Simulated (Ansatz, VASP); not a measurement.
## AlGaN2 in VASP and in Ansatz

The input INCAR:

```
  ALGO = Normal
  EDIFF = 1E-7
  EDIFFG = -0.01
  ENCUT = 520
  GGA = CA
  IBRION = 2
  ISIF = 2
  ISMEAR = 0
  LASPH = True
  LCHARG = False
  LREAL = False
  LWAVE = False
  NELM = 100
  NSW = 50
  PREC = Accurate
  SIGMA = 0.05
```

Contents of KPOINTS:

```
k-points
0
Gamma
  8 8 6
```

File POSCAR:

```
AlGaN2
1.0
    3.1961705755      0.0000000000      0.0000000000
    0.0000000000      3.1961705755      0.0000000000
    0.0000000000      0.0000000000      4.4978680877
Al Ga N
1 1 2
Direct
    0.5000000000      0.5000000000      0.5000000000
    0.0000000000      0.0000000000      0.0000000000
    0.5000000000      0.0000000000      0.7400738390
    0.0000000000      0.5000000000      0.2599261610
```

Input for Ansatz:

```yaml
crystal:
  lattice:
    - [3.1961705755, 0.0, 0.0]
    - [0.0, 3.1961705755, 0.0]
    - [0.0, 0.0, 4.4978680877]
  atoms:
    - { symbol: Al, position: [0.5, 0.5, 0.5] }
    - { symbol: Ga, position: [0.0, 0.0, 0.0] }
    - { symbol: "N", position: [0.5, 0.0, 0.740073839] }
    - { symbol: "N", position: [0.0, 0.5, 0.259926161] }
basis:
  ecutwfc: 520.0
kpoints:
  mp_grid: { grid: [8, 8, 6] }
hamiltonian:
  xc: lda
  pseudopotentials: { kind: paw, azcp: { folder: soft_1 } }
scf:
  occupations: { method: gaussian, width: 0.05 }
output:
  forces: true
  stress: true
  eigenvalues: true
relax:
  adjacent_minimum: "off"
  f_tol: 0.01
  max_steps: 30
```

Alike in both runs: task relaxation of the atoms; functional LDA; k mesh 8 × 8 × 6; occupations gaussian, width 0.05 eV; no spin polarisation.

|  | VASP | Ansatz |
| --- | --- | --- |
| version | VASP 6.6.1 | Ansatz 0.2.0 |
| potentials or method | VASP PAW LDA potentials, release 64 (Al, Ga_d, N), cutoff 520 eV | scalar-relativistic, plane waves, PAW |
| valence electrons in the cell | 26 | 26 |

|  | VASP | Ansatz | Ansatz less VASP |
| --- | --- | --- | --- |
| gap on the k mesh at the Fermi level, each at its own relaxed structure (eV) | 2.50 | 2.49 | -0.007 |

Ansatz warns that its potentials were made for another functional, while VASP's fit it. LDA's correlation is that of Perdew and Zunger in VASP and of Perdew and Wang (1992) in Ansatz. Ansatz's warnings: stress scf threshold loose.
